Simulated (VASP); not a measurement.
## Ni: single point with PBE

The system is Ni.

```
Ni
1.0
     0.00000    2.55012    2.55012
     2.55012    0.00000    2.55012
     2.55012    2.55012    0.00000
Ni
2
Direct
  0.12500 0.12500 0.12500
  0.87500 0.87500 0.87500
```

* Program: VASP 6.6.1
* Task: single point
* Functional: PBE
* Potentials or basis: VASP PAW PBE potentials, release 64 (Ni)
* Cutoff: 520 eV
* k mesh: 17 × 17 × 17
* Occupations: fermi-dirac, width 0.05 eV
* Spin: collinear spin, ferromagnetic start
* Starting moments: [0.839, 0.839] μB

The pressure is 0.2 GPa. The net moment is 1.58 μB per cell. The site moments are Ni +0.80 μB. The valence electrons inside the program's atomic spheres are Ni 9.21.

Levels at points of the mesh, in eV from the Fermi level:
Spin up:
```tsv
k point	band 9	band 10	band 11	band 12	band 13	band 14
(0.00, 0.00, 0.00)	-1.72	-0.78	-0.78	11.60	11.60	11.60
```
Spin down:
| k point | band 7 | band 8 | band 9 | band 10 | band 11 | band 12 |
| --- | --- | --- | --- | --- | --- | --- |
| (0.00, 0.00, 0.00) | -0.88 | -0.88 | -0.88 | 0.12 | 0.12 | 11.76 |

Run time: 3.3 min on 1 thread of Intel Xeon 6975P-C, on a shared host, peak memory 0.28 GiB.
